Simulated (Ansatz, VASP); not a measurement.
Two plane-wave programs on SnSe2

```
CELL_PARAMETERS angstrom
3.81100 0.00000 0.00000
-1.90550 3.30042 0.00000
0.00000 0.00000 6.13600
ATOMIC_POSITIONS crystal
Sn 0.00000 0.00000 0.00000
Se 0.33333 0.66667 0.24900
Se 0.66667 0.33333 0.75100
```

Alike in both runs: task relaxation of the atoms; functional LDA; k mesh 10 × 10 × 6; no spin polarisation.

|  | VASP | Ansatz |
| --- | --- | --- |
| version | VASP 6.6.1 | Ansatz 0.2.0 |
| potentials or method | VASP PAW LDA potentials, release 64 (Sn_d, Se), cutoff 520 eV | scalar-relativistic, plane waves, PAW |
| occupations | gaussian, width 0.01 eV | fixed |
| valence electrons in the cell | 26 | 46 |

```tsv
	VASP	Ansatz	Ansatz less VASP
gap on the k mesh at the Fermi level, each at its own relaxed structure (eV)	0.48	0.48	-0.005
```

LDA's correlation is that of Perdew and Zunger in VASP and of Perdew and Wang (1992) in Ansatz. VASP's potentials hold 26 valence electrons a cell and Ansatz's 46, so a difference there can come from the potentials and not from the codes. Ansatz's warnings: metallic iterate, stress scf threshold loose.
